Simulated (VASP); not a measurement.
A run of VASP 6.6.1:

File INCAR:

```
SYSTEM = Pd
PREC = Accurate
ENCUT = 520
EDIFF = 1E-6
ISMEAR = 0
SIGMA = 0.1
LREAL = .False.
LASPH = .True.
NELM = 100
ALGO = Fast
ISIF = 2
LWAVE = .False.
LCHARG = .True.
GGA = PE
LELF = .True.
LVHAR = .True.
NBANDS = 17
```

The input KPOINTS:

```
regular mesh
0
Gamma
  8 8 8
  0 0 0
```

Contents of POSCAR:

```
Pd
1.0
   -2.4181207287      2.4181207287      1.3191294947
    2.4181207287     -2.4181207287      1.3191294947
    2.4181207287      2.4181207287     -1.3191294947
Pd
2
Direct
    0.0000000000      0.0000000000      0.0000000000
    0.7500000000      0.2500000000      0.5000000000
```

Potentials or basis: VASP PAW PBE potentials, release 64 (Pd).

Command:

```bash
$ cat potpaw_PBE.64/Pd/POTCAR > POTCAR
$ mpirun -np 1 vasp_std > vasp.out
```

Hardware: 1 thread of Intel(R) Xeon(R) 6975P-C (Granite Rapids), with other jobs on the host.

Problem. Estimate the wall time of this run.

Solution. Wall time 15 s on 1 thread of Intel(R) Xeon(R) 6975P-C (Granite Rapids), with other jobs on the host, peak memory 0.16 GiB. Counts: scf iterations 12, k points 59.
